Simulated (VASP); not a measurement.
# NaCl (Fm-3m) in VASP: settings compared

Aim: see how the results for NaCl move with the level of theory and the settings. Levels: BLYP+D3(BJ), HSE06. Tasks: single point.

Program: VASP 6.6.1. These are calculated values, not measurements. Logs are shortened: lines on timing, memory, paths and dates and some standing lists are left out, and cuts for length are marked.

## 1. The cell of the first run

The structure is cubic, space group Fm-3m (No. 225). The conventional cell has a = 5.503 Å, b = 5.503 Å, c = 5.503 Å, α = 90.00°, β = 90.00°, γ = 90.00°. Cl (site symmetry m-3m) has 6 Na at 2.75 Å within 3.6 Å. Na (site symmetry m-3m) has 6 Cl at 2.75 Å within 3.6 Å.

## 2. Single point, BLYP+D3(BJ)

INCAR reads:

```
PREC = Accurate
ENCUT = 520
EDIFF = 1E-7
ISMEAR = -1
SIGMA = 0.05
LREAL = False
LASPH = True
NELM = 100
ALGO = Normal
ISIF = 2
LWAVE = False
LCHARG = False
GGA = B5
ALDAX = 1.0
AGGAX = 1.0
AGGAC = 1.0
ALDAC = 0.0
IVDW = 12
VDW_S6 = 1.0
VDW_S8 = 2.6996
VDW_A1 = 0.4298
VDW_A2 = 4.2359
NBANDS = 14
```

KPOINTS reads:

```
regular mesh
0
Gamma
  8 8 8
```

POSCAR reads:

```
NaCl
1.0
    0.0000000000      2.7515197685      2.7515197685
    2.7515197685      0.0000000000      2.7515197685
    2.7515197685      2.7515197685      0.0000000000
Cl Na
1 1
Direct
    0.5000000000      0.5000000000      0.5000000000
    0.0000000000      0.0000000000      0.0000000000
```

Potentials or basis: VASP PAW PBE potentials, release 64 (Cl, Na_pv).

Started as:

```console
$ cat potpaw_PBE.64/Cl/POTCAR potpaw_PBE.64/Na_pv/POTCAR > POTCAR
$ mpirun -np 1 vasp_std > vasp.out
```

OUTCAR:

```text
PREC = Accurate
   ENCUT = 520
   EDIFF = 1E-7
   ISMEAR = -1
   LREAL = False
   LASPH = True
   NELM = 100
   ISIF = 2
   GGA = B5
   IVDW = 12
 IVDW          = 12

 ion  position               nearest neighbor table
   1  0.500  0.500  0.500-
   2  0.000  0.000  0.000-

  LATTYP: Found a face centered cubic cell.
 ALAT       =     5.5030395370

  Lattice vectors:

 A1 = (   0.0000000000,   2.7515197685,   2.7515197685)
 A2 = (   2.7515197685,   0.0000000000,   2.7515197685)
 A3 = (   2.7515197685,   2.7515197685,   0.0000000000)

Analysis of symmetry for initial positions (statically):
=====================================================================
 Subroutine PRICEL returns:
 Original cell was already a primitive cell.

 Routine SETGRP: Setting up the symmetry group for a
 face centered cubic supercell.

 Subroutine GETGRP returns: Found 48 space group operations
 (whereof 48 operations were pure point group operations)
 out of a pool of 48 trial point group operations.

The static configuration has the point symmetry O_h .

Analysis of symmetry for dynamics (positions and initial velocities):
=====================================================================
 Subroutine PRICEL returns:
 Original cell was already a primitive cell.

 Routine SETGRP: Setting up the symmetry group for a
 face centered cubic supercell.

 Subroutine GETGRP returns: Found 48 space group operations
 (whereof 48 operations were pure point group operations)
 out of a pool of 48 trial point group operations.

The dynamic configuration has the point symmetry O_h .

 Subroutine INISYM returns: Found 48 space group operations
 (whereof 48 operations are pure point group operations),
 and found     1 'primitive' translations

----------------------------------------------------------------------------------------

                                     Primitive cell

  volume of cell :      41.6627

  direct lattice vectors                    reciprocal lattice vectors
     0.000000000  2.751519769  2.751519769    -0.181717757  0.181717757  0.181717757
     2.751519769  0.000000000  2.751519769     0.181717757 -0.181717757  0.181717757
     2.751519769  2.751519769  0.000000000     0.181717757  0.181717757 -0.181717757

  length of vectors
     3.891236574  3.891236574  3.891236574     0.314744387  0.314744387  0.314744387

  position of ions in fractional coordinates (direct lattice)
     0.500000000  0.500000000  0.500000000
     0.000000000  0.000000000  0.000000000

  ion indices of the primitive-cell ions
   primitive index   ion index
                 1           1
                 2           2

----------------------------------------------------------------------------------------

 KPOINTS: regular mesh

Automatic generation of k-mesh.
 Grid dimensions read from file:
 generate k-points for:    8    8    8

 Generating k-lattice:

  Cartesian coordinates                     Fractional coordinates (reciprocal lattice)
    -0.022714720  0.022714720  0.022714720     0.125000000  0.000000000  0.000000000
     0.022714720 -0.022714720  0.022714720     0.000000000  0.125000000  0.000000000
     0.022714720  0.022714720 -0.022714720     0.000000000  0.000000000  0.125000000

  Length of vectors
     0.039343048  0.039343048  0.039343048

  Shift w.r.t. Gamma in fractional coordinates (k-lattice)
     0.000000000  0.000000000  0.000000000

 Subroutine IBZKPT returns following result:
 ===========================================

 Found     29 irreducible k-points:

 Following reciprocal coordinates:
            Coordinates               Weight
  0.000000  0.000000  0.000000      1.000000
  0.125000  0.000000  0.000000      8.000000
  0.250000  0.000000  0.000000      8.000000
  0.375000  0.000000  0.000000      8.000000
  0.500000  0.000000  0.000000      4.000000
  0.125000  0.125000  0.000000      6.000000
[... 16 lines left out ...]
  0.500000  0.250000  0.125000     48.000000
 -0.375000  0.250000  0.125000     24.000000
 [... further k-points ...]
   k-points           NKPTS =     29   k-points in BZ     NKDIM =     29   number of bands    NBANDS=     14
   number of dos      NEDOS =    301   number of ions     NIONS =      2
   total plane-waves  NPLWV =  27000
   dimension x,y,z NGX =    30 NGY =   30 NGZ =   30
   dimension x,y,z NGXF=    60 NGYF=   60 NGZF=   60
   ions per type =               1   1
   NGX,Y,Z   is equivalent  to a cutoff of  12.82, 12.82, 12.82 a.u.
   NGXF,Y,Z  is equivalent  to a cutoff of  25.63, 25.63, 25.63 a.u.
 SYSTEM =  unknown system
   PREC   = accura    normal or accurate (medium, high low for compatibility)
   ISTART =      0    job   : 0-new  1-cont  2-samecut
   ICHARG =      2    charge: 1-file 2-atom 10-const
   ISPIN  =      1    spin polarized calculation?
   LNONCOLLINEAR =      F non collinear calculations
   LSORBIT =      F    spin-orbit coupling
   LASPH  =      T    aspherical Exc in radial PAW
   ENCUT  =  520.0 eV  38.22 Ry    6.18 a.u.   7.24  7.24  7.24*2*pi/ulx,y,z
   NELM   =    100;   NELMIN=  2; NELMDL= -5     # of ELM steps
   EDIFF  = 0.1E-06   stopping-criterion for ELM
   LREAL  =      F    real-space projection
   EDIFFG = 0.1E-05   stopping-criterion for IOM
   NSW    =      0    number of steps for IOM
   IBRION =     -1    ionic relax: 0-MD 1-quasi-New 2-CG
   NFREE  =      0    steps in history (QN), initial steepest desc. (CG)
   ISIF   =      2    stress and relaxation
   ISYM   =      2    0-nonsym 1-usesym 2-fastsym
   POTIM  = 0.5000    time-step for ionic-motion
   TEBEG  =    0.0;   TEEND  =   0.0 temperature during run
   PSTRESS=    0.0 pullay stress
   NELECT =      14.0000    total number of electrons
   NUPDOWN=      -1.0000    fix difference up-down
   EMIN   =  10.00;   EMAX   =-10.00  energy-range for DOS
   EFERMI =   0.00;   METHOD = LEGACY
   ISMEAR =    -1;   SIGMA  =   0.05  broadening in eV -4-tet -1-fermi 0-gaus
   EFERMI_NEDOS =   21; number of points for ismear=-14 and -15
   IALGO  =     38    algorithm
   IMIX   =      4    mixing-type and parameters
     AMIX     =   0.40;   BMIX     =  1.00
     AMIX_MAG =   1.60;   BMIX_MAG =  1.00
  volume/ion in A,a.u.               =      20.83       140.58
  Fermi-wavevector in a.u.,A,eV,Ry     =   1.138155  2.150802 17.624954  1.295398
  Thomas-Fermi vector in A             =   2.274860
   LORBIT       =      0    0 simple, 1 ext, 2 COOP (PROOUT), +10 PAW based schemes
   GGA     = B5    functional components
   LHFCALC =     F    Hartree Fock is set to
   AEXX    =    0.0000 exact exchange contribution
   IVDW    =    12    specifies the selected vdW correction
   LEPSILON=     F    determine dielectric tensor
   LRPA    =     F    only Hartree local field effects (RPA)
 non-spin polarized calculation
  energy-cutoff  :      520.00
  volume of cell :       41.66
 maximum number of plane-waves:      1139
 NGX is ok and might be reduce to    30
   NGX = 15   NGY = 15   NGZ = 15

 number of electron      14.0000006 magnetization

 Free energy of the ion-electron system (eV)
  ---------------------------------------------------
  ext. energy  EPLUGINS =         0.00000000
  ---------------------------------------------------
  free energy    TOTEN  =        -6.32623211 eV

  energy without entropy =       -6.32623211  energy(sigma->0) =       -6.32623211

 E-fermi :   1.0865     XC(G=0):  -8.1604

 val. band max:        0.0056240968   @ k =   0.0000   0.0000   0.0000
 cond. band min:       5.4747337202   @ k =   0.0000   0.0000   0.0000
 fundamental gap:      5.4691096234
 Fermi energy:         1.0865172599

 k-point     1 :       0.0000    0.0000    0.0000
  band No.  band energies     occupation
      1     -20.9595      2.00000
      2     -20.9595      2.00000
      3     -20.9595      2.00000
      4     -12.8015      2.00000
      5       0.0056      2.00000
      6       0.0056      2.00000
      7       0.0056      2.00000
      8       5.4747      0.00000
      9      11.2205      0.00000
     10      11.2205      0.00000
     11      11.2205      0.00000
     12      13.4234      0.00000
     13      13.4234      0.00000
     14      15.5254      0.00000

 k-point     2 :       0.1250    0.0000    0.0000
  band No.  band energies     occupation
      1     -20.9654      2.00000
      2     -20.9599      2.00000
      3     -20.9599      2.00000
      4     -12.7439      2.00000
      5      -0.4018      2.00000
      6      -0.0418      2.00000
      7      -0.0418      2.00000
      8       5.9971      0.00000
      9      10.7333      0.00000
     10      11.4304      0.00000
     11      11.4304      0.00000
     12      13.1901      0.00000
     13      13.1901      0.00000
     14      16.4459      0.00000

 k-point     3 :       0.2500    0.0000    0.0000
  band No.  band energies     occupation
      1     -20.9795      2.00000
      2     -20.9609      2.00000
      3     -20.9609      2.00000
      4     -12.6004      2.00000
      5      -1.2087      2.00000
      6      -0.1524      2.00000
      7      -0.1524      2.00000
      8       6.9779      0.00000
      9      10.2938      0.00000
     10      11.5536      0.00000
     11      11.5536      0.00000
     12      13.4487      0.00000
     13      13.4487      0.00000
     14      16.2419      0.00000
[... 324 lines left out ...]
 k-point    23 :       0.5000    0.2500    0.1250
  band No.  band energies     occupation
      1     -20.9882      2.00000
      2     -20.9696      2.00000
      3     -20.9641      2.00000
      4     -12.3957      2.00000
      5      -1.6995      2.00000
      6      -0.7634      2.00000
      7      -0.4042      2.00000
      8       8.5292      0.00000
      9       9.8999      0.00000
     10      10.1725      0.00000
     11      12.1884      0.00000
     12      14.0605      0.00000
     13      16.6267      0.00000
     14      16.9036      0.00000

 k-point    24 :      -0.3750    0.2500    0.1250
  band No.  band energies     occupation
      1     -20.9912      2.00000
      2     -20.9702      2.00000
      3     -20.9652      2.00000
      4     -12.3483      2.00000
      5      -1.8316      2.00000
      6      -0.8502      2.00000
      7      -0.4636      2.00000
      8       8.6304      0.00000
      9       9.7986      0.00000
     10      10.6979      0.00000
     11      11.9963      0.00000
     12      14.7486      0.00000
     13      16.0970      0.00000
     14      17.0525      0.00000

 [... further k-points ...]

------------------------ aborting loop because EDIFF is reached ----------------------------------------

 Edisp (eV)   -1.03430

 E8    (eV) :    -0.7454

  FORCE on cell =-STRESS in cart. coord.  units (eV):
  Direction    XX          YY          ZZ          XY          YZ          ZX
  --------------------------------------------------------------------------------------
  -------------------------------------------------------------------------------------
  Total      -0.02636    -0.02636    -0.02636     0.00000     0.00000    -0.00000
  in kB      -1.01376    -1.01376    -1.01376     0.00000     0.00000    -0.00000
  external pressure =       -1.01 kB  Pullay stress =        0.00 kB

 VOLUME and BASIS-vectors are now :
 -----------------------------------------------------------------------------
  energy-cutoff  :      520.00
  volume of cell :       41.66
      direct lattice vectors                 reciprocal lattice vectors
     0.000000000  2.751519769  2.751519769    -0.181717757  0.181717757  0.181717757
     2.751519769  0.000000000  2.751519769     0.181717757 -0.181717757  0.181717757
     2.751519769  2.751519769  0.000000000     0.181717757  0.181717757 -0.181717757

 POSITION                                       TOTAL-FORCE (eV/Angst)
 -----------------------------------------------------------------------------------
      2.75152      2.75152      2.75152         0.000000      0.000000      0.000000
      0.00000      0.00000      0.00000         0.000000     -0.000000     -0.000000
 -----------------------------------------------------------------------------------
    total drift:                               -0.000000      0.000000      0.000000

  FREE ENERGIE OF THE ION-ELECTRON SYSTEM (eV)
  ---------------------------------------------------
  free  energy   TOTEN  =        -7.3605337154 eV

  energy  without entropy=       -7.3605337154  energy(sigma->0) =       -7.36053372
```

Wall time 53 s (1 thread of AMD EPYC 7R13, shared host); peak memory 0.14 GiB.

Results:

```yaml
Free_energy: -7.3605 eV
Pressure: -0.1 GPa
Band_gap_on_the_k_mesh: 5.47 eV, direct
Dispersion_energy_per_atom: -0.517 eV
```

Levels at points of the mesh, in eV from the valence-band top:
```csv
k point,band 5,band 6,band 7,band 8,band 9,band 10
"(0.00, 0.00, 0.00)",0.00,0.00,0.00,5.47,11.21,11.21
"(0.50, 0.00, 0.00)",-2.14,-0.31,-0.31,7.51,11.14,11.14
"(0.50, 0.50, 0.00)",-1.84,-0.67,-0.67,7.70,8.14,11.99
```

Caveat: the PAW data sets were made with another functional, which shifts forces and pressure a little.

## 3. Single point, HSE06

This run uses another cell than the first one, of 21.81 Å³/atom, 1.047 times its volume.

POSCAR reads:

```
NaCl
1.0
    0.0000000000      2.7940632177      2.7940632177
    2.7940632177      0.0000000000      2.7940632177
    2.7940632177      2.7940632177      0.0000000000
Cl Na
1 1
Direct
    0.5000000000      0.5000000000      0.5000000000
    0.0000000000      0.0000000000      0.0000000000
```

INCAR.step1 reads:

```
SYSTEM = NaCl
ALGO = Normal
EDIFF = 1E-5
ENCUT = 520
GGA = PE
ISIF = 2
ISMEAR = -1
LASPH = .TRUE.
LCHARG = .FALSE.
LREAL = .FALSE.
LWAVE = .TRUE.
NBANDS = 14
NELM = 60
PREC = Accurate
SIGMA = 0.05
```

INCAR.step2 reads:

```
SYSTEM = NaCl
ALGO = Normal
EDIFF = 1E-7
ENCUT = 520
GGA = PE
HFSCREEN = 0.2079
ISIF = 2
ISMEAR = -1
ISTART = 1
LASPH = .TRUE.
LCHARG = .FALSE.
LHFCALC = .TRUE.
LREAL = .FALSE.
LWAVE = .FALSE.
NBANDS = 14
NELM = 60
PREC = Accurate
PRECFOCK = Normal
SIGMA = 0.05
```

KPOINTS reads:

```
k-points
0
G
  4 4 4
  0 0 0
```

Potentials or basis: VASP PAW PBE potentials, release 64 (Cl, Na_pv).

Started as:

```console
$ cat potpaw_PBE.64/Cl/POTCAR potpaw_PBE.64/Na_pv/POTCAR > POTCAR
$ cp INCAR.step1 INCAR
$ mpirun -np 1 vasp_std > vasp.out
$ cp INCAR.step2 INCAR
$ mpirun -np 1 vasp_std > vasp.out
```

Wall time 1.9 min (1 thread of Intel Xeon Platinum 8488C (Sapphire Rapids), shared host); peak memory 0.26 GiB.

It converged, with:

- Free energy: -7.8719 eV
- Pressure: 1.0 GPa
- Band gap on the k mesh: 6.59 eV, direct

Levels at points of the mesh, in eV from the valence-band top:
```
           k point  band 3  band 4  band 5  band 6  band 7  band 8  band 9  band 10  band 11  band 12
(0.00, 0.00, 0.00)  -22.83  -13.92    0.00    0.00    0.00    6.59   12.65    12.65    12.65    15.02
(0.50, 0.00, 0.00)  -22.83  -13.52   -2.13   -0.30   -0.30    8.68   12.48    12.57    12.57    16.76
(0.50, 0.50, 0.00)  -22.84  -13.47   -1.86   -0.67   -0.67    9.07    9.39    13.10    16.74    16.74
```

Caveat: the k points lie up to 0.49 Å⁻¹ apart; the PAW data sets were made with another functional, which shifts forces and pressure a little.
